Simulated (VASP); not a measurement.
# C (Fd-3m) in VASP: notebook

Aim: see how the results for C move with the level of theory and the settings. Levels: LDA, r2SCAN, PBE0. Tasks: single point.

Everything below comes from runs of VASP 6.6.1. Logs are shortened: lines on timing, memory, paths and dates and some standing lists are left out, and cuts for length are marked.

**1. The cell of the first run**

Symmetry: Fd-3m, No. 227, cubic system. The conventional cell has a = 3.567 Å, b = 3.567 Å, c = 3.567 Å, α = 90.00°, β = 90.00°, γ = 90.00°. Within 2.1 Å of C (site symmetry -43m) lie 4 C at 1.54 Å.

**2. Single point, LDA**

INCAR

```
PREC = Accurate
ENCUT = 910
EDIFF = 1E-6
ISMEAR = 0
SIGMA = 0.1
LREAL = F
LASPH = T
NELM = 120
ALGO = Normal
ISIF = 2
LWAVE = F
LCHARG = F
NBANDS = 11
GGA_COMPAT = F
```

KPOINTS

```
Automatic mesh
0
Gamma
  13 13 13
```

POSCAR

```
C
1.0
    0.0000000000      1.7833700000      1.7833700000
    1.7833700000      0.0000000000      1.7833700000
    1.7833700000      1.7833700000      0.0000000000
C
2
Direct
    0.2500000000      0.2500000000      0.2500000000
    0.0000000000      0.0000000000      0.0000000000
```

Potentials or basis: VASP PAW LDA potentials, release 64 (C_h).

Run with:

```
$ cat potpaw_LDA.64/C_h/POTCAR > POTCAR
$ mpirun -np 1 vasp_std > vasp.out
```

OUTCAR:

```text
PREC = Accurate
   ENCUT = 910
   EDIFF = 1E-6
   ISMEAR = 0
   LREAL = F
   LASPH = T
   NELM = 120
   ISIF = 2

 ion  position               nearest neighbor table
   1  0.250  0.250  0.250-
   2  0.000  0.000  0.000-

  LATTYP: Found a face centered cubic cell.
 ALAT       =     3.5667400000

  Lattice vectors:

 A1 = (   0.0000000000,   1.7833700000,   1.7833700000)
 A2 = (   1.7833700000,   0.0000000000,   1.7833700000)
 A3 = (   1.7833700000,   1.7833700000,   0.0000000000)

Analysis of symmetry for initial positions (statically):
=====================================================================
 Subroutine PRICEL returns:
 Original cell was already a primitive cell.

 Routine SETGRP: Setting up the symmetry group for a
 face centered cubic supercell.

 Subroutine GETGRP returns: Found 48 space group operations
 (whereof 24 operations were pure point group operations)
 out of a pool of 48 trial point group operations.

The static configuration has the point symmetry T_d .
 The point group associated with its full space group is O_h .

Analysis of symmetry for dynamics (positions and initial velocities):
=====================================================================
 Subroutine PRICEL returns:
 Original cell was already a primitive cell.

 Routine SETGRP: Setting up the symmetry group for a
 face centered cubic supercell.

 Subroutine GETGRP returns: Found 48 space group operations
 (whereof 24 operations were pure point group operations)
 out of a pool of 48 trial point group operations.

The dynamic configuration has the point symmetry T_d .
 The point group associated with its full space group is O_h .

 Subroutine INISYM returns: Found 48 space group operations
 (whereof 24 operations are pure point group operations),
 and found     1 'primitive' translations

----------------------------------------------------------------------------------------

                                     Primitive cell

  volume of cell :      11.3437

  direct lattice vectors                    reciprocal lattice vectors
     0.000000000  1.783370000  1.783370000    -0.280368067  0.280368067  0.280368067
     1.783370000  0.000000000  1.783370000     0.280368067 -0.280368067  0.280368067
     1.783370000  1.783370000  0.000000000     0.280368067  0.280368067 -0.280368067

  length of vectors
     2.522066041  2.522066041  2.522066041     0.485611737  0.485611737  0.485611737

  position of ions in fractional coordinates (direct lattice)
     0.250000000  0.250000000  0.250000000
     0.000000000  0.000000000  0.000000000

  ion indices of the primitive-cell ions
   primitive index   ion index
                 1           1
                 2           2

----------------------------------------------------------------------------------------

 KPOINTS: Automatic mesh

Automatic generation of k-mesh.
 Grid dimensions read from file:
 generate k-points for:   13   13   13

 Generating k-lattice:

  Cartesian coordinates                     Fractional coordinates (reciprocal lattice)
    -0.021566774  0.021566774  0.021566774     0.076923077  0.000000000  0.000000000
     0.021566774 -0.021566774  0.021566774     0.000000000  0.076923077  0.000000000
     0.021566774  0.021566774 -0.021566774     0.000000000  0.000000000  0.076923077

  Length of vectors
     0.037354749  0.037354749  0.037354749

  Shift w.r.t. Gamma in fractional coordinates (k-lattice)
     0.000000000  0.000000000  0.000000000

 Subroutine IBZKPT returns following result:
 ===========================================

 Found     84 irreducible k-points:

 Following reciprocal coordinates:
            Coordinates               Weight
  0.000000  0.000000  0.000000      1.000000
  0.076923  0.000000  0.000000      8.000000
  0.153846  0.000000  0.000000      8.000000
  0.230769  0.000000  0.000000      8.000000
  0.307692  0.000000  0.000000      8.000000
  0.384615  0.000000  0.000000      8.000000
[... 16 lines left out ...]
  0.384615  0.153846  0.000000     24.000000
  0.461538  0.153846  0.000000     24.000000
 [... further k-points ...]
   k-points           NKPTS =     84   k-points in BZ     NKDIM =     84   number of bands    NBANDS=     11
   number of dos      NEDOS =    301   number of ions     NIONS =      2
   total plane-waves  NPLWV =  21952
   dimension x,y,z NGX =    28 NGY =   28 NGZ =   28
   dimension x,y,z NGXF=    56 NGYF=   56 NGZF=   56
   ions per type =               2
   NGX,Y,Z   is equivalent  to a cutoff of  18.46, 18.46, 18.46 a.u.
   NGXF,Y,Z  is equivalent  to a cutoff of  36.91, 36.91, 36.91 a.u.
 SYSTEM =  unknown system
   PREC   = accura    normal or accurate (medium, high low for compatibility)
   ISTART =      0    job   : 0-new  1-cont  2-samecut
   ICHARG =      2    charge: 1-file 2-atom 10-const
   ISPIN  =      1    spin polarized calculation?
   LNONCOLLINEAR =      F non collinear calculations
   LSORBIT =      F    spin-orbit coupling
   LASPH  =      T    aspherical Exc in radial PAW
   ENCUT  =  910.0 eV  66.88 Ry    8.18 a.u.   6.20  6.20  6.20*2*pi/ulx,y,z
   NELM   =    120;   NELMIN=  2; NELMDL= -5     # of ELM steps
   EDIFF  = 0.1E-05   stopping-criterion for ELM
   LREAL  =      F    real-space projection
   EDIFFG = 0.1E-04   stopping-criterion for IOM
   NSW    =      0    number of steps for IOM
   IBRION =     -1    ionic relax: 0-MD 1-quasi-New 2-CG
   NFREE  =      0    steps in history (QN), initial steepest desc. (CG)
   ISIF   =      2    stress and relaxation
   ISYM   =      2    0-nonsym 1-usesym 2-fastsym
   POTIM  = 0.5000    time-step for ionic-motion
   TEBEG  =    0.0;   TEEND  =   0.0 temperature during run
   PSTRESS=    0.0 pullay stress
   NELECT =       8.0000    total number of electrons
   NUPDOWN=      -1.0000    fix difference up-down
   EMIN   =  10.00;   EMAX   =-10.00  energy-range for DOS
   EFERMI =   0.00;   METHOD = LEGACY
   ISMEAR =     0;   SIGMA  =   0.10  broadening in eV -4-tet -1-fermi 0-gaus
   EFERMI_NEDOS =   21; number of points for ismear=-14 and -15
   IALGO  =     38    algorithm
   IMIX   =      4    mixing-type and parameters
     AMIX     =   0.40;   BMIX     =  1.00
     AMIX_MAG =   1.60;   BMIX_MAG =  1.00
  volume/ion in A,a.u.               =       5.67        38.28
  Fermi-wavevector in a.u.,A,eV,Ry     =   1.457203  2.753714 28.891161  2.123440
  Thomas-Fermi vector in A             =   2.574032
   LORBIT       =      0    0 simple, 1 ext, 2 COOP (PROOUT), +10 PAW based schemes
   GGA     = CA    functional components
   LHFCALC =     F    Hartree Fock is set to
   AEXX    =    0.0000 exact exchange contribution
   IVDW    =     0    specifies the selected vdW correction
   LEPSILON=     F    determine dielectric tensor
   LRPA    =     F    only Hartree local field effects (RPA)
 non-spin polarized calculation
 Gauss-broadening in eV      SIGMA  =   0.10
  energy-cutoff  :      910.00
  volume of cell :       11.34
 maximum number of plane-waves:       725
 NGX is ok and might be reduce to    28
   NGX = 13   NGY = 13   NGZ = 13

 number of electron       8.0000000 magnetization

 Free energy of the ion-electron system (eV)
  ---------------------------------------------------
  ext. energy  EPLUGINS =         0.00000000
  ---------------------------------------------------
  free energy    TOTEN  =       -20.25543625 eV

  energy without entropy =      -20.25543625  energy(sigma->0) =      -20.25543625

 E-fermi :  11.3553     XC(G=0): -13.6499

 val. band max:       10.8661815911   @ k =   0.0000   0.0000   0.0000
 cond. band min:      14.9765398783   @ k =   0.3846   0.3846   0.0000
 fundamental gap:      4.1103582872
 Fermi energy:        11.3553458831

 k-point     1 :       0.0000    0.0000    0.0000
  band No.  band energies     occupation
      1     -10.4533      2.00000
      2      10.8662      2.00000
      3      10.8662      2.00000
      4      10.8662      2.00000
      5      16.4097      0.00000
      6      16.4097      0.00000
      7      16.4097      0.00000
      8      24.4164      0.00000
      9      29.8721      0.00000
     10      37.4864      0.00000
     11      37.4864      0.00000

 k-point     2 :       0.0769    0.0000    0.0000
  band No.  band energies     occupation
      1     -10.2896      2.00000
      2       9.8135      2.00000
      3      10.5882      2.00000
      4      10.5882      2.00000
      5      16.7728      0.00000
      6      16.7728      0.00000
      7      17.0404      0.00000
      8      24.5291      0.00000
      9      30.1386      0.00000
     10      35.3861      0.00000
     11      35.3861      0.00000

 k-point     3 :       0.1538    0.0000    0.0000
  band No.  band energies     occupation
      1      -9.8002      2.00000
      2       7.5668      2.00000
      3       9.9614      2.00000
      4       9.9614      2.00000
      5      17.5943      0.00000
      6      17.5943      0.00000
      7      18.0901      0.00000
      8      24.8537      0.00000
      9      30.7317      0.00000
     10      33.7870      0.00000
     11      33.7870      0.00000

 k-point     4 :       0.2308    0.0000    0.0000
  band No.  band energies     occupation
      1      -8.9904      2.00000
      2       4.9852      2.00000
      3       9.2829      2.00000
      4       9.2829      2.00000
      5      18.4230      0.00000
      6      18.4230      0.00000
      7      18.9043      0.00000
      8      25.3252      0.00000
      9      31.1925      0.00000
     10      33.1671      0.00000
     11      33.1671      0.00000
[... 239 lines left out ...]
 k-point    22 :       0.3077    0.1538    0.0000
  band No.  band energies     occupation
      1      -8.0806      2.00000
      2       4.3489      2.00000
      3       7.3038      2.00000
      4       7.9394      2.00000
      5      16.7885      0.00000
      6      21.1925      0.00000
      7      21.2235      0.00000
      8      22.8814      0.00000
      9      31.3870      0.00000
     10      32.0644      0.00000
     11      37.4060      0.00000

 k-point    23 :       0.3846    0.1538    0.0000
  band No.  band energies     occupation
      1      -6.8752      2.00000
      2       1.9423      2.00000
      3       7.0095      2.00000
      4       7.1725      2.00000
      5      17.4681      0.00000
      6      21.4862      0.00000
      7      21.6073      0.00000
      8      23.3998      0.00000
      9      31.7598      0.00000
     10      32.6213      0.00000
     11      37.7252      0.00000

 k-point    24 :       0.4615    0.1538    0.0000
  band No.  band energies     occupation
      1      -5.4286      2.00000
      2      -0.3048      2.00000
      3       6.4764      2.00000
      4       6.9716      2.00000
      5      17.8926      0.00000
      6      21.3602      0.00000
      7      21.8065      0.00000
      8      24.6158      0.00000
      9      31.1387      0.00000
     10      33.9099      0.00000
     11      37.7593      0.00000

 [... further k-points ...]
[... 5 lines left out ...]
  --------------------------------------------------------------------------------------
  -------------------------------------------------------------------------------------
  Total       -0.8848842     -0.8848842     -0.8848842     -0.0000000      0.0000000     -0.0000000
  in kB     -124.9806102   -124.9806102   -124.9806102     -0.0000000      0.0000000     -0.0000000
  external PRESSURE =    -124.9806102 kB  Pullay stress =       0.0000000 kB

 VOLUME and BASIS-vectors are now :
 -----------------------------------------------------------------------------
  energy-cutoff  :      910.00
  volume of cell :       11.34
      direct lattice vectors                 reciprocal lattice vectors
     0.000000000  1.783370000  1.783370000    -0.280368067  0.280368067  0.280368067
     1.783370000  0.000000000  1.783370000     0.280368067 -0.280368067  0.280368067
     1.783370000  1.783370000  0.000000000     0.280368067  0.280368067 -0.280368067

 POSITION                                       TOTAL-FORCE (eV/Angst)
 -----------------------------------------------------------------------------------
      0.89168      0.89168      0.89168         0.000000      0.000000      0.000000
      0.00000      0.00000      0.00000        -0.000000     -0.000000     -0.000000
 -----------------------------------------------------------------------------------
    total drift:                                0.000000      0.000000     -0.000000

  FREE ENERGIE OF THE ION-ELECTRON SYSTEM (eV)
  ---------------------------------------------------
  free  energy   TOTEN  =       -20.2554362536 eV

  energy  without entropy=      -20.2554362536  energy(sigma->0) =      -20.25543625
```

It used 36 s of CPU time on 1 thread of AMD EPYC 7R13 Processor (Zen 3), on a shared host.

What came out:

* Free energy: -20.2554 eV
* Pressure: -12.5 GPa
* Band gap on the k mesh: 4.11 eV, indirect (least direct gap 5.54 eV)

Caveat: the cutoff is under 1.25 times the usual one of these potentials, so pressure, stress and relaxed cells hold a basis-set (Pulay) error.

(Continued in part 2 of 2.)
